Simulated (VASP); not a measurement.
Wanted: the native input for a VASP 6.6.1 run.

* Task: single point
* Functional: PBE
* Potentials or basis: VASP PAW PBE potentials, release 64 (B, Bi_d)
* Cutoff: 520 eV
* k mesh: 6 × 6 × 4
* Occupations: fermi-dirac, width 0.02 eV
* Spin: no spin polarisation
* Dipole correction: no
* Further INCAR settings: ALGO = Normal; EDIFF = 1e-06; NBANDS = 26

The structure of BiB lies in POSCAR:

```
BiB
1.0
    3.8655765073      0.0000000000      0.0000000000
   -1.9327882536      3.3476874556      0.0000000000
    0.0000000000      0.0000000000      6.3754468382
B Bi
2 2
Direct
    0.3333333333      0.6666666667      0.0002433707
    0.6666666667      0.3333333333      0.5002433707
    0.3333333333      0.6666666667      0.3747566293
    0.6666666667      0.3333333333      0.8747566293
```

One way to write it, as run:

INCAR

```
SYSTEM = BiB
PREC = Accurate
ENCUT = 520
EDIFF = 1E-6
ISMEAR = -1
SIGMA = 0.02
LREAL = .FALSE.
LASPH = .TRUE.
NELM = 80
ALGO = Normal
ISIF = 2
LWAVE = .FALSE.
LCHARG = .TRUE.
GGA = PE
LELF = .TRUE.
LVHAR = .TRUE.
NBANDS = 26
```

KPOINTS

```
Automatic mesh
0
G
  6 6 4
  0 0 0
```

Potentials or basis: VASP PAW PBE potentials, release 64 (B, Bi_d).

Launch:

```sh
$ cat potpaw_PBE.64/B/POTCAR potpaw_PBE.64/Bi_d/POTCAR > POTCAR
$ mpirun -np 1 vasp_std > vasp.out
```

It gave:

The pressure is 1.2 GPa, the largest force is 0.005 eV/Å and the band gap on the k mesh is 0.08 eV, direct.

Caveat: spin-orbit coupling is left out, which moves the levels of the heavy elements.

It took 42 s on 1 thread of Intel(R) Xeon(R) Platinum 8488C (Sapphire Rapids) (shared host), peak memory 0.21 GiB.
